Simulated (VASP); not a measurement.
# ZrSi4Pd (F-43m) in VASP: relaxation of cell and atoms with PBE

Aim: the relaxation of cell and atoms of ZrSi4Pd with PBE.

All numbers are computed with VASP 6.6.1; they aren't measurements. Logs are shortened: lines on timing, memory, paths and dates and some standing lists are left out, and cuts for length are marked.

### Step 1. The cell of the first run

The structure is cubic, space group F-43m (No. 216). Conventional cell: a = 7.118 Å, b = 7.118 Å, c = 7.118 Å, α = 90.00°, β = 90.00°, γ = 90.00°. Zr (site symmetry -43m) has 12 Si at 2.95 Å and 4 Pd at 3.08 Å within 3.9 Å. Within 3.3 Å of Si (site symmetry 3m) lie 6 Si at 2.49 to 2.55 Å and 3 Pd at 2.95 Å and 3 Zr at 2.95 Å. Within 3.9 Å of Pd (site symmetry -43m) lie 12 Si at 2.95 Å and 4 Zr at 3.08 Å.

### Step 2. Relaxation of cell and atoms, PBE

INCAR

```
SYSTEM = ZrSi4Pd
PREC = Accurate
ENCUT = 600
EDIFF = 1E-6
ISMEAR = 0
SIGMA = 0.1
LREAL = .FALSE.
LASPH = .TRUE.
NELM = 60
ALGO = Normal
ISIF = 3
LWAVE = .FALSE.
LCHARG = .FALSE.
GGA = PE
IBRION = 2
NSW = 100
EDIFFG = -0.01
```

KPOINTS

```
Automatic mesh
0
G
  10 10 10
  0 0 0
```

POSCAR

```
ZrSi4Pd
1.0
    0.0000000000      3.5592225597      3.5592225597
    3.5592225597      0.0000000000      3.5592225597
    3.5592225597      3.5592225597      0.0000000000
Zr Si Pd
1 4 1
Direct
    0.2500000000      0.2500000000      0.2500000000
    0.6264839235      0.1205482295      0.6264839235
    0.6264839235      0.6264839235      0.6264839235
    0.1205482295      0.6264839235      0.6264839235
    0.6264839235      0.6264839235      0.1205482295
    0.0000000000      0.0000000000      0.0000000000
```

Potentials or basis: VASP PAW PBE potentials, release 64 (Zr_sv, Si, Pd).

Run with:

```
$ cat potpaw_PBE.64/Zr_sv/POTCAR potpaw_PBE.64/Si/POTCAR potpaw_PBE.64/Pd/POTCAR > POTCAR
$ mpirun -np 1 vasp_std > vasp.out
```

OUTCAR:

```text
SYSTEM = ZrSi4Pd
   PREC = Accurate
   ENCUT = 600
   EDIFF = 1E-6
   ISMEAR = 0
   LREAL = .FALSE.
   LASPH = .TRUE.
   NELM = 60
   ISIF = 3
   GGA = PE
   IBRION = 2
   NSW = 100
   EDIFFG = -0.01

 ion  position               nearest neighbor table
   1  0.250  0.250  0.250-   2 2.95   4 2.95   5 2.95   3 2.95   3 2.95   3 2.95   2 2.95   4 2.95
                             5 2.95   2 2.95   4 2.95   5 2.95   6 3.08   6 3.08   6 3.08   6 3.08
   2  0.626  0.121  0.626-   3 2.49   4 2.49   5 2.49   5 2.55   3 2.55   4 2.55   6 2.95   6 2.95
                             6 2.95   1 2.95   1 2.95   1 2.95
   3  0.626  0.626  0.626-   2 2.49   4 2.49   5 2.49   5 2.55   2 2.55   4 2.55   6 2.95   6 2.95
                             6 2.95   1 2.95   1 2.95   1 2.95
   4  0.121  0.626  0.626-   2 2.49   3 2.49   5 2.49   3 2.55   5 2.55   2 2.55   6 2.95   6 2.95
                             6 2.95   1 2.95   1 2.95   1 2.95
   5  0.626  0.626  0.121-   2 2.49   3 2.49   4 2.49   3 2.55   2 2.55   4 2.55   6 2.95   6 2.95
                             6 2.95   1 2.95   1 2.95   1 2.95
   6  0.000  0.000  0.000-   2 2.95   5 2.95   4 2.95   5 2.95   2 2.95   4 2.95   3 2.95   3 2.95
                             3 2.95   2 2.95   4 2.95   5 2.95   1 3.08   1 3.08   1 3.08   1 3.08

  LATTYP: Found a face centered cubic cell.
 ALAT       =     7.1184451194

  Lattice vectors:

 A1 = (   0.0000000000,   3.5592225597,   3.5592225597)
 A2 = (   3.5592225597,   0.0000000000,   3.5592225597)
 A3 = (   3.5592225597,   3.5592225597,   0.0000000000)

Analysis of symmetry for initial positions (statically):
[... 5 lines left out ...]
 face centered cubic supercell.

 Subroutine GETGRP returns: Found 24 space group operations
 (whereof 24 operations were pure point group operations)
 out of a pool of 48 trial point group operations.

The static configuration has the point symmetry T_d .

Analysis of symmetry for dynamics (positions and initial velocities):
[... 5 lines left out ...]
 face centered cubic supercell.

 Subroutine GETGRP returns: Found 24 space group operations
 (whereof 24 operations were pure point group operations)
 out of a pool of 48 trial point group operations.

The dynamic configuration has the point symmetry T_d .

 Subroutine INISYM returns: Found 24 space group operations
 (whereof 24 operations are pure point group operations),
 and found     1 'primitive' translations

----------------------------------------------------------------------------------------

                                     Primitive cell

  volume of cell :      90.1769

  direct lattice vectors                    reciprocal lattice vectors
     0.000000000  3.559222560  3.559222560    -0.140480117  0.140480117  0.140480117
     3.559222560  0.000000000  3.559222560     0.140480117 -0.140480117  0.140480117
     3.559222560  3.559222560  0.000000000     0.140480117  0.140480117 -0.140480117

  length of vectors
     5.033500815  5.033500815  5.033500815     0.243318699  0.243318699  0.243318699

  position of ions in fractional coordinates (direct lattice)
     0.250000000  0.250000000  0.250000000
     0.626483923  0.120548230  0.626483923
     0.626483923  0.626483923  0.626483923
     0.120548230  0.626483923  0.626483923
     0.626483923  0.626483923  0.120548230
     0.000000000  0.000000000  0.000000000

  ion indices of the primitive-cell ions
   primitive index   ion index
                 1           1
                 2           2
                 3           3
                 4           4
                 5           5
                 6           6

----------------------------------------------------------------------------------------

 KPOINTS: Automatic mesh

Automatic generation of k-mesh.
 Grid dimensions read from file:
 generate k-points for:   10   10   10

 Generating k-lattice:

  Cartesian coordinates                     Fractional coordinates (reciprocal lattice)
    -0.014048012  0.014048012  0.014048012     0.100000000  0.000000000  0.000000000
     0.014048012 -0.014048012  0.014048012     0.000000000  0.100000000  0.000000000
     0.014048012  0.014048012 -0.014048012     0.000000000  0.000000000  0.100000000

  Length of vectors
     0.024331870  0.024331870  0.024331870

  Shift w.r.t. Gamma in fractional coordinates (k-lattice)
     0.000000000  0.000000000  0.000000000

 Subroutine IBZKPT returns following result:
 ===========================================

 Found     47 irreducible k-points:

 Following reciprocal coordinates:
            Coordinates               Weight
  0.000000  0.000000  0.000000      1.000000
  0.100000  0.000000  0.000000      8.000000
  0.200000  0.000000  0.000000      8.000000
  0.300000  0.000000  0.000000      8.000000
  0.400000  0.000000  0.000000      8.000000
  0.500000  0.000000  0.000000      4.000000
[... 16 lines left out ...]
  0.300000  0.300000  0.000000      6.000000
  0.400000  0.300000  0.000000     24.000000
 [... further k-points ...]
   k-points           NKPTS =     47   k-points in BZ     NKDIM =     47   number of bands    NBANDS=     23
   number of dos      NEDOS =    301   number of ions     NIONS =      6
   total plane-waves  NPLWV =  64000
   dimension x,y,z NGX =    40 NGY =   40 NGZ =   40
   dimension x,y,z NGXF=    80 NGYF=   80 NGZF=   80
   ions per type =               1   4   1
   NGX,Y,Z   is equivalent  to a cutoff of  13.21, 13.21, 13.21 a.u.
   NGXF,Y,Z  is equivalent  to a cutoff of  26.42, 26.42, 26.42 a.u.
 SYSTEM =  ZrSi4Pd
   PREC   = accura    normal or accurate (medium, high low for compatibility)
   ISTART =      0    job   : 0-new  1-cont  2-samecut
   ICHARG =      2    charge: 1-file 2-atom 10-const
   ISPIN  =      1    spin polarized calculation?
   LNONCOLLINEAR =      F non collinear calculations
   LSORBIT =      F    spin-orbit coupling
   LASPH  =      T    aspherical Exc in radial PAW
   ENCUT  =  600.0 eV  44.10 Ry    6.64 a.u.  10.05 10.05 10.05*2*pi/ulx,y,z
   NELM   =     60;   NELMIN=  2; NELMDL= -5     # of ELM steps
   EDIFF  = 0.1E-05   stopping-criterion for ELM
   LREAL  =      F    real-space projection
   EDIFFG = -.1E-01   stopping-criterion for IOM
   NSW    =    100    number of steps for IOM
   IBRION =      2    ionic relax: 0-MD 1-quasi-New 2-CG
   NFREE  =      1    steps in history (QN), initial steepest desc. (CG)
   ISIF   =      3    stress and relaxation
   ISYM   =      2    0-nonsym 1-usesym 2-fastsym
   POTIM  = 0.5000    time-step for ionic-motion
   TEBEG  =    0.0;   TEEND  =   0.0 temperature during run
   PSTRESS=    0.0 pullay stress
   NELECT =      38.0000    total number of electrons
   NUPDOWN=      -1.0000    fix difference up-down
   EMIN   =  10.00;   EMAX   =-10.00  energy-range for DOS
   EFERMI =   0.00;   METHOD = LEGACY
   ISMEAR =     0;   SIGMA  =   0.10  broadening in eV -4-tet -1-fermi 0-gaus
   EFERMI_NEDOS =   21; number of points for ismear=-14 and -15
   IALGO  =     38    algorithm
   IMIX   =      4    mixing-type and parameters
     AMIX     =   0.40;   BMIX     =  1.00
     AMIX_MAG =   1.60;   BMIX_MAG =  1.00
  volume/ion in A,a.u.               =      15.03       101.42
  Fermi-wavevector in a.u.,A,eV,Ry     =   1.227357  2.319368 20.495885  1.506405
  Thomas-Fermi vector in A             =   2.362323
   LORBIT       =      0    0 simple, 1 ext, 2 COOP (PROOUT), +10 PAW based schemes
   GGA     = PE    functional components
   LHFCALC =     F    Hartree Fock is set to
   AEXX    =    0.0000 exact exchange contribution
   IVDW    =     0    specifies the selected vdW correction
   LEPSILON=     F    determine dielectric tensor
   LRPA    =     F    only Hartree local field effects (RPA)
 conjugate gradient relaxation of ions
 non-spin polarized calculation
 Gauss-broadening in eV      SIGMA  =   0.10
  energy-cutoff  :      600.00
  volume of cell :       90.18
 maximum number of plane-waves:      3032
   NGX = 21   NGY = 21   NGZ = 21

--------------------------------------- Ionic step        1  -------------------------------------------

 number of electron      37.9999997 magnetization

 Free energy of the ion-electron system (eV)
  ---------------------------------------------------
  ext. energy  EPLUGINS =         0.00000000
  ---------------------------------------------------
  free energy    TOTEN  =       -36.20930708 eV

  energy without entropy =      -36.19573229  energy(sigma->0) =      -36.20251968

------------------------ aborting loop because EDIFF is reached ----------------------------------------

  FORCE on cell =-STRESS in cart. coord.  units (eV):
  Direction    XX          YY          ZZ          XY          YZ          ZX
  --------------------------------------------------------------------------------------
  -------------------------------------------------------------------------------------
  Total        0.3280503      0.3280503      0.3280503      0.0000000      0.0000000     -0.0000000
  in kB        5.8284846      5.8284846      5.8284846      0.0000000      0.0000000     -0.0000000
  external PRESSURE =       5.8284846 kB  Pullay stress =       0.0000000 kB
[... 65 lines left out ...]
  energy  without entropy=      -36.1959400913  energy(sigma->0) =      -36.20279101

--------------------------------------- Ionic step        3  -------------------------------------------

 number of electron      37.9999997 magnetization

 Free energy of the ion-electron system (eV)
  ---------------------------------------------------
  ext. energy  EPLUGINS =         0.00000000
  ---------------------------------------------------
  free energy    TOTEN  =       -36.21004717 eV

  energy without entropy =      -36.19640041  energy(sigma->0) =      -36.20322379

 E-fermi :  10.6847     XC(G=0): -11.7105

 val. band max:       10.6846568181   @ k =   0.2000   0.1000   0.0000
 cond. band min:      10.6868040797   @ k =   0.3000   0.0000   0.0000
 fundamental gap:      0.0021472616
 Fermi energy:        10.6846589704

 k-point     1 :       0.0000    0.0000    0.0000
  band No.  band energies     occupation
      1     -38.3726      2.00000
      2     -16.4520      2.00000
      3     -16.4520      2.00000
      4     -16.4520      2.00000
      5      -2.8501      2.00000
      6       3.3675      2.00000
[... 613 lines left out ...]
     22      11.9381      0.00000
     23      13.5393      0.00000

 [... further k-points ...]
[... 5 lines left out ...]
  --------------------------------------------------------------------------------------
  -------------------------------------------------------------------------------------
  Total        0.0008553      0.0008553      0.0008553      0.0000000      0.0000000     -0.0000000
  in kB        0.0151278      0.0151278      0.0151278      0.0000000      0.0000000     -0.0000000
  external PRESSURE =       0.0151278 kB  Pullay stress =       0.0000000 kB
[... 21 lines left out ...]
  FREE ENERGIE OF THE ION-ELECTRON SYSTEM (eV)
  ---------------------------------------------------
  free  energy   TOTEN  =       -36.2100471687 eV

  energy  without entropy=      -36.1964004144  energy(sigma->0) =      -36.20322379

 reached required accuracy - stopping structural energy minimisation
```

Run time: 3.8 min. Hardware: 1 thread of Intel Xeon 6975P-C (Granite Rapids), shared host; peak memory 0.34 GiB.

What came out:

```yaml
Free_energy: -36.2100 eV
Relaxed_volume: 15.10 Å³/atom
Relaxed_cell: a = 5.041 Å, b = 5.041 Å, c = 5.041 Å, α = 60.00°, β = 60.00°, γ = 60.00°
Space_group_after_relaxing_to_0.05_Å: F-43m (No. 216)
Energy_gained_by_relaxing: 0.1 meV/atom
Ionic_steps: 3
Pressure_after_relaxing: 0.0 GPa
Largest_force_after_relaxing: 0.006 eV/Å
Band_gap_on_the_k_mesh: zero (band 19 reaches 11.21 eV, above the bottom of band 20 at 9.94 eV)
```

Forces in eV/Å, atoms in the order of the input:
```
Zr   0.000  0.000  0.000
Si  -0.003  0.003 -0.003
Si   0.003  0.003  0.003
Si   0.003 -0.003 -0.003
Si  -0.003 -0.003  0.003
Pd   0.000  0.000  0.000
```

The path:
```
step  energy change (eV)  largest force (eV/Å)  pressure (GPa)  volume (Å³)
   1              0.0000                0.0076            0.58        90.18
   2             -0.0003                0.0048           -0.42        90.89
   3             -0.0007                0.0060            0.00        90.59
```

Final structure:
```
Zr Si Pd
1.0
     0.00000    3.56458    3.56458
     3.56458    0.00000    3.56458
     3.56458    3.56458    0.00000
Zr Si Pd
1 4 1
Direct
  0.25000 0.25000 0.25000
  0.62650 0.12050 0.62650
  0.62650 0.62650 0.62650
  0.12050 0.62650 0.62650
  0.62650 0.62650 0.12050
  0.00000 0.00000 0.00000
```

Levels at points of the mesh, in eV from the Fermi level:
| k point | band 16 | band 17 | band 18 | band 19 | band 20 | band 21 | band 22 | band 23 |
| --- | --- | --- | --- | --- | --- | --- | --- | --- |
| (0.00, 0.00, 0.00) | -1.60 | -1.60 | -1.31 | -0.74 | -0.74 | 2.13 | 2.13 | 2.13 |
| (0.50, 0.00, 0.00) | -1.73 | -0.64 | -0.64 | -0.48 | 0.08 | 1.27 | 1.27 | 2.28 |
| (0.50, 0.50, 0.00) | -1.91 | -0.99 | -0.99 | -0.26 | 0.63 | 2.21 | 2.21 | 2.31 |
